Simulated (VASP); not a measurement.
# ScTaN (P-3m1) in VASP: a series of runs

ScTaN is run at these levels: r2SCAN, PBEsol; tasks: single point, relaxation of cell and atoms.

All numbers are computed with VASP 6.6.1; they aren't measurements. Logs are shortened: lines on timing, memory, paths and dates and some standing lists are left out, and cuts for length are marked.

**1. The cell of the first run**

Symmetry: P-3m1, No. 164, trigonal system. The conventional cell has a = 3.071 Å, b = 3.071 Å, c = 10.297 Å, α = 90.00°, β = 90.00°, γ = 120.00°. Within 2.9 Å of Ta (site symmetry 3m) lie 3 N at 2.19 Å. Sc (site symmetry -3m) has 6 Sc at 3.07 Å and 6 Ta at 3.09 Å within 4.0 Å. Sc (site symmetry -3m) has 6 N at 2.22 Å within 2.9 Å. N (site symmetry 3m) has 3 Ta at 2.19 Å and 3 Sc at 2.22 Å within 2.9 Å.

**2. Single point, r2SCAN**

POSCAR reads:

```
ScTaN
1.0
    3.0714206773      0.0000000000      0.0000000000
   -1.5357103387      2.6599283323      0.0000000000
    0.0000000000      0.0000000000     10.2970088548
Ta Sc N
2 2 2
Direct
    0.3333333333      0.6666666667      0.2455406534
    0.6666666667      0.3333333333      0.7544593466
    0.0000000000      0.0000000000      0.0000000000
    0.0000000000      0.0000000000      0.5000000000
    0.3333333333      0.6666666667      0.6290112853
    0.6666666667      0.3333333333      0.3709887147
```

INCAR.step1 reads:

```
SYSTEM = ScTaN
  PREC = Accurate
  ENCUT = 520
  ISMEAR = -1
  SIGMA = 0.05
  LREAL = .False.
  LASPH = .True.
  NELM = 80
  NBANDS = 36
  GGA = PE
  ALGO = Normal
  EDIFF = 1E-4
  LWAVE = .True.
  LCHARG = .False.
```

INCAR.step2 reads:

```
SYSTEM = ScTaN
  PREC = Accurate
  ENCUT = 520
  EDIFF = 1E-7
  ISMEAR = -1
  SIGMA = 0.05
  LREAL = .False.
  LASPH = .True.
  NELM = 80
  ALGO = Normal
  ISIF = 2
  LWAVE = .False.
  LCHARG = .False.
  METAGGA = R2SCAN
  LMIXTAU = .True.
  NBANDS = 36
  ISTART = 1
```

KPOINTS reads:

```
regular mesh
0
Gamma
  10 10 3
  0 0 0
```

Potentials or basis: VASP PAW PBE potentials, release 64 (Ta_pv, Sc_sv, N).

Started as:

```sh
$ cat potpaw_PBE.64/Ta_pv/POTCAR potpaw_PBE.64/Sc_sv/POTCAR potpaw_PBE.64/N/POTCAR > POTCAR
$ cp INCAR.step1 INCAR
$ mpirun -np 1 vasp_std > vasp.out
$ cp INCAR.step2 INCAR
$ mpirun -np 1 vasp_std > vasp.out
```

OUTCAR:

```text
SYSTEM = ScTaN
   PREC = Accurate
   ENCUT = 520
   EDIFF = 1E-7
   ISMEAR = -1
   LREAL = .False.
   LASPH = .True.
   NELM = 80
   ISIF = 2
   METAGGA = R2SCAN
   ISTART = 1

 ion  position               nearest neighbor table
   1  0.333  0.667  0.246-   6 2.19   6 2.19   6 2.19   3 3.09   3 3.09   3 3.09   4 3.16   4 3.16
                             4 3.16
   2  0.667  0.333  0.754-   5 2.19   5 2.19   5 2.19   3 3.09   3 3.09   3 3.09   4 3.16   4 3.16
                             4 3.16
   3  0.000  0.000  0.000-   1 3.09   2 3.09   2 3.09   1 3.09   2 3.09   1 3.09
   4  0.000  0.000  0.500-   5 2.22   6 2.22   6 2.22   5 2.22   6 2.22   5 2.22   1 3.16   2 3.16
                             1 3.16   2 3.16   2 3.16   1 3.16
   5  0.333  0.667  0.629-   2 2.19   2 2.19   2 2.19   4 2.22   4 2.22   4 2.22
   6  0.667  0.333  0.371-   1 2.19   1 2.19   1 2.19   4 2.22   4 2.22   4 2.22

  LATTYP: Found a hexagonal cell.
 ALAT       =     3.0714206773
 C/A-ratio  =     3.3525231275

  Lattice vectors:

 A1 = (   3.0714206773,   0.0000000000,   0.0000000000)
 A2 = (  -1.5357103387,   2.6599283323,   0.0000000000)
 A3 = (   0.0000000000,   0.0000000000,  10.2970088548)

Analysis of symmetry for initial positions (statically):
=====================================================================
 Subroutine PRICEL returns:
 Original cell was already a primitive cell.

 Routine SETGRP: Setting up the symmetry group for a
 hexagonal supercell.

 Subroutine GETGRP returns: Found 12 space group operations
 (whereof 12 operations were pure point group operations)
 out of a pool of 24 trial point group operations.

The static configuration has the point symmetry D_3d.

Analysis of symmetry for dynamics (positions and initial velocities):
=====================================================================
 Subroutine PRICEL returns:
 Original cell was already a primitive cell.

 Routine SETGRP: Setting up the symmetry group for a
 hexagonal supercell.

 Subroutine GETGRP returns: Found 12 space group operations
 (whereof 12 operations were pure point group operations)
 out of a pool of 24 trial point group operations.

The dynamic configuration has the point symmetry D_3d.

 Subroutine INISYM returns: Found 12 space group operations
 (whereof 12 operations are pure point group operations),
 and found     1 'primitive' translations

----------------------------------------------------------------------------------------

                                     Primitive cell

  volume of cell :      84.1241

  direct lattice vectors                    reciprocal lattice vectors
     3.071420677  0.000000000  0.000000000     0.325582232  0.187974989  0.000000000
    -1.535710339  2.659928332  0.000000000     0.000000000  0.375949979  0.000000000
     0.000000000  0.000000000 10.297008855     0.000000000  0.000000000  0.097115581

  length of vectors
     3.071420677  3.071420677 10.297008855     0.375949979  0.375949979  0.097115581

  position of ions in fractional coordinates (direct lattice)
     0.333333333  0.666666667  0.245540653
     0.666666667  0.333333333  0.754459347
     0.000000000  0.000000000  0.000000000
     0.000000000  0.000000000  0.500000000
     0.333333333  0.666666667  0.629011285
     0.666666667  0.333333333  0.370988715

  ion indices of the primitive-cell ions
   primitive index   ion index
                 1           1
                 2           2
                 3           3
                 4           4
                 5           5
                 6           6

----------------------------------------------------------------------------------------

 KPOINTS: regular mesh

Automatic generation of k-mesh.
 Grid dimensions read from file:
 generate k-points for:   10   10    3

 Generating k-lattice:

  Cartesian coordinates                     Fractional coordinates (reciprocal lattice)
     0.032558223  0.018797499  0.000000000     0.100000000 -0.000000000  0.000000000
     0.000000000  0.037594998  0.000000000     0.000000000  0.100000000  0.000000000
     0.000000000  0.000000000  0.032371860     0.000000000  0.000000000  0.333333333

  Length of vectors
     0.037594998  0.037594998  0.032371860

  Shift w.r.t. Gamma in fractional coordinates (k-lattice)
     0.000000000  0.000000000  0.000000000

 Subroutine IBZKPT returns following result:
 ===========================================

 Found     36 irreducible k-points:

 Following reciprocal coordinates:
            Coordinates               Weight
  0.000000  0.000000  0.000000      1.000000
  0.100000 -0.000000  0.000000      6.000000
  0.200000 -0.000000  0.000000      6.000000
  0.300000 -0.000000  0.000000      6.000000
  0.400000 -0.000000  0.000000      6.000000
  0.500000 -0.000000  0.000000      3.000000
[... 16 lines left out ...]
  0.000000  0.400000  0.333333      6.000000
  0.500000 -0.000000  0.333333      6.000000
 [... further k-points ...]
   k-points           NKPTS =     36   k-points in BZ     NKDIM =     36   number of bands    NBANDS=     36
   number of dos      NEDOS =    301   number of ions     NIONS =      6
   total plane-waves  NPLWV =  46080
   dimension x,y,z NGX =    24 NGY =   24 NGZ =   80
   dimension x,y,z NGXF=    48 NGYF=   48 NGZF=  160
   ions per type =               2   2   2
   NGX,Y,Z   is equivalent  to a cutoff of  12.99, 12.99, 12.92 a.u.
   NGXF,Y,Z  is equivalent  to a cutoff of  25.98, 25.98, 25.83 a.u.
 SYSTEM =  ScTaN
   PREC   = accura    normal or accurate (medium, high low for compatibility)
   ISTART =      1    job   : 0-new  1-cont  2-samecut
   ICHARG =      0    charge: 1-file 2-atom 10-const
   ISPIN  =      1    spin polarized calculation?
   LNONCOLLINEAR =      F non collinear calculations
   LSORBIT =      F    spin-orbit coupling
   LASPH  =      T    aspherical Exc in radial PAW
   ENCUT  =  520.0 eV  38.22 Ry    6.18 a.u.   5.71  5.71 19.15*2*pi/ulx,y,z
   NELM   =     80;   NELMIN=  2; NELMDL=  0     # of ELM steps
   EDIFF  = 0.1E-06   stopping-criterion for ELM
   LREAL  =      F    real-space projection
   EDIFFG = 0.1E-05   stopping-criterion for IOM
   NSW    =      0    number of steps for IOM
   IBRION =     -1    ionic relax: 0-MD 1-quasi-New 2-CG
   NFREE  =      0    steps in history (QN), initial steepest desc. (CG)
   ISIF   =      2    stress and relaxation
   ISYM   =      2    0-nonsym 1-usesym 2-fastsym
   POTIM  = 0.5000    time-step for ionic-motion
   TEBEG  =    0.0;   TEEND  =   0.0 temperature during run
   PSTRESS=    0.0 pullay stress
   NELECT =      54.0000    total number of electrons
   NUPDOWN=      -1.0000    fix difference up-down
   EMIN   =  10.00;   EMAX   =-10.00  energy-range for DOS
   EFERMI =   0.00;   METHOD = LEGACY
   ISMEAR =    -1;   SIGMA  =   0.05  broadening in eV -4-tet -1-fermi 0-gaus
   EFERMI_NEDOS =   21; number of points for ismear=-14 and -15
   IALGO  =     38    algorithm
   IMIX   =      4    mixing-type and parameters
     AMIX     =   0.40;   BMIX     =  1.00
     AMIX_MAG =   1.60;   BMIX_MAG =  1.00
  volume/ion in A,a.u.               =      14.02        94.62
  Fermi-wavevector in a.u.,A,eV,Ry     =   1.412210  2.668690 27.134607  1.994337
  Thomas-Fermi vector in A             =   2.533982
   LORBIT       =      0    0 simple, 1 ext, 2 COOP (PROOUT), +10 PAW based schemes
   METAGGA = R2SCAN    functional components
   LHFCALC =     F    Hartree Fock is set to
   AEXX    =    0.0000 exact exchange contribution
   IVDW    =     0    specifies the selected vdW correction
   LEPSILON=     F    determine dielectric tensor
   LRPA    =     F    only Hartree local field effects (RPA)
 non-spin polarized calculation
  energy-cutoff  :      520.00
  volume of cell :       84.12
 maximum number of plane-waves:      2295
 NGX is ok and might be reduce to    24
   NGX = 11   NGY = 11   NGZ = 39

 number of electron      53.9999993 magnetization

 Free energy of the ion-electron system (eV)
  ---------------------------------------------------
  ext. energy  EPLUGINS =         0.00000000
  ---------------------------------------------------
  free energy    TOTEN  =      -145.18816568 eV

  energy without entropy =     -145.16285614  energy(sigma->0) =     -145.17551091

 E-fermi :   6.3264     XC(G=0): -12.9767

 val. band max:        6.2734875327   @ k =   0.2000  -0.0000   0.0000
 cond. band min:       6.3435558366   @ k =   0.3000   0.2000   0.3333
 fundamental gap:      0.0700683039
 Fermi energy:         6.3264242265

 k-point     1 :       0.0000    0.0000    0.0000
  band No.  band energies     occupation
      1     -45.0830      2.00000
      2     -44.4979      2.00000
      3     -29.6838      2.00000
      4     -29.6696      2.00000
      5     -29.2580      2.00000
      6     -29.2580      2.00000
[... 28 lines left out ...]
     35       8.9616      0.00000
     36       9.1268      0.00000

 k-point     2 :       0.1000   -0.0000    0.0000
  band No.  band energies     occupation
      1     -45.0738      2.00000
      2     -44.4895      2.00000
      3     -29.6717      2.00000
      4     -29.6590      2.00000
      5     -29.3241      2.00000
      6     -29.3236      2.00000
[... 28 lines left out ...]
     35       9.3093      0.00000
     36       9.3866      0.00000

 k-point     3 :       0.2000   -0.0000    0.0000
  band No.  band energies     occupation
      1     -45.0496      2.00000
      2     -44.4678      2.00000
      3     -29.6416      2.00000
      4     -29.6331      2.00000
      5     -29.4917      2.00000
      6     -29.4900      2.00000
[... 28 lines left out ...]
     35       9.2247      0.00000
     36       9.5086      0.00000
[... 742 lines left out ...]
 k-point    23 :       0.0000    0.4000    0.3333
  band No.  band energies     occupation
      1     -44.9950      2.00000
      2     -44.4187      2.00000
      3     -29.8628      2.00000
      4     -29.8612      2.00000
      5     -29.5611      2.00000
      6     -29.5593      2.00000
[... 28 lines left out ...]
     35      10.6121      0.00000
     36      10.8389      0.00000

 k-point    24 :       0.5000   -0.0000    0.3333
  band No.  band energies     occupation
      1     -44.9856      2.00000
      2     -44.4103      2.00000
      3     -29.9226      2.00000
      4     -29.9207      2.00000
      5     -29.5498      2.00000
      6     -29.5475      2.00000
[... 28 lines left out ...]
     35      11.1335      0.00000
     36      11.2270      0.00000

 [... further k-points ...]

------------------------ aborting loop because EDIFF is reached ----------------------------------------

  FORCE on cell =-STRESS in cart. coord.  units (eV):
  Direction    XX          YY          ZZ          XY          YZ          ZX
  --------------------------------------------------------------------------------------
  -------------------------------------------------------------------------------------
  Total        0.5542703      0.5542703      0.6012016     -0.0000000      0.0000000      0.0000000
  in kB       10.5563041     10.5563041     11.4501296     -0.0000000      0.0000000      0.0000000
  external PRESSURE =      10.8542460 kB  Pullay stress =       0.0000000 kB

 VOLUME and BASIS-vectors are now :
 -----------------------------------------------------------------------------
  energy-cutoff  :      520.00
  volume of cell :       84.12
      direct lattice vectors                 reciprocal lattice vectors
     3.071420677  0.000000000  0.000000000     0.325582232  0.187974989  0.000000000
    -1.535710339  2.659928332  0.000000000     0.000000000  0.375949979  0.000000000
     0.000000000  0.000000000 10.297008855     0.000000000  0.000000000  0.097115581

 POSITION                                       TOTAL-FORCE (eV/Angst)
 -----------------------------------------------------------------------------------
     -0.00000      1.77329      2.52833        -0.000000     -0.000000     -0.064467
      1.53571      0.88664      7.76867        -0.000000      0.000000      0.064467
      0.00000      0.00000      0.00000         0.000000      0.000000      0.000000
      0.00000      0.00000      5.14850         0.000000      0.000000      0.000000
     -0.00000      1.77329      6.47693        -0.000000      0.000000      0.034419
      1.53571      0.88664      3.82007         0.000000      0.000000     -0.034419
 -----------------------------------------------------------------------------------
    total drift:                                0.000000      0.000000      0.000000

  FREE ENERGIE OF THE ION-ELECTRON SYSTEM (eV)
  ---------------------------------------------------
  free  energy   TOTEN  =      -145.1881656845 eV

  energy  without entropy=     -145.1628561419  energy(sigma->0) =     -145.17551091
```

Wall time 5.6 min (1 thread of Intel Xeon Platinum 8375C at 2.90GHz (Ice Lake), shared host); peak memory 0.28 GiB.

What came out:

```
Free energy            : -145.1882 eV
Pressure               : 1.1 GPa
Largest force          : 0.064 eV/Å
Band gap on the k mesh : zero (band 27 reaches 7.07 eV, above the bottom of band 28 at 6.18 eV)
```

Forces on the atoms (eV/Å):
```
Ta   0.000  0.000 -0.064
Ta   0.000  0.000  0.064
Sc   0.000  0.000  0.000
Sc   0.000  0.000  0.000
N    0.000  0.000  0.034
N    0.000  0.000 -0.034
```

Stress tensor (GPa, compression positive):
```
1.06 0.00 0.00
0.00 1.06 0.00
0.00 0.00 1.15
```

Levels at points of the mesh, in eV from the Fermi level:
```csv
k point,band 23,band 24,band 25,band 26,band 27,band 28,band 29,band 30,band 31,band 32
"(0.00, 0.00, 0.00)",-3.89,-1.52,-1.36,0.65,0.69,0.69,1.00,1.56,1.56,1.91
"(0.50, 0.00, 0.00)",-2.74,-1.94,-1.31,-0.97,-0.56,0.46,0.56,2.19,2.54,3.93
```

Caveat: the PAW data sets were made with another functional, which shifts forces and pressure a little; spin-orbit coupling is left out, which moves the levels of the heavy elements.

(Continued in part 2 of 2.)
